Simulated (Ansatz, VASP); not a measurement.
## C in VASP and in Ansatz

```
CELL_PARAMETERS angstrom
-1.76587 1.76587 0.00000
0.00000 0.00000 3.53175
1.76587 1.76587 0.00000
ATOMIC_POSITIONS crystal
C 0.50000 0.37500 0.25000
C 0.00000 0.87500 0.75000
C 0.00000 0.12500 0.25000
C 0.50000 0.62500 0.75000
```

Alike in both runs: task single point; functional LDA; k mesh 10 × 7 × 10; occupations fermi-dirac, width 0.02 eV; no spin polarisation.

```csv
,VASP,Ansatz
version,VASP 6.6.1,Ansatz 0.2.0
potentials or method,"VASP PAW LDA potentials, release 64 (C), cutoff 600 eV","all-electron LAPW, scalar-relativistic"
```

```csv
,VASP,Ansatz,Ansatz less VASP
gap on the k mesh at the Fermi level (eV),4.17,4.18,+0.005
pressure (GPa),0.8,0.1,-0.70
```

LDA's correlation is that of Perdew and Zunger in VASP and of Perdew and Wang (1992) in Ansatz. Ansatz ran all-electron here, and VASP with PAW potentials.
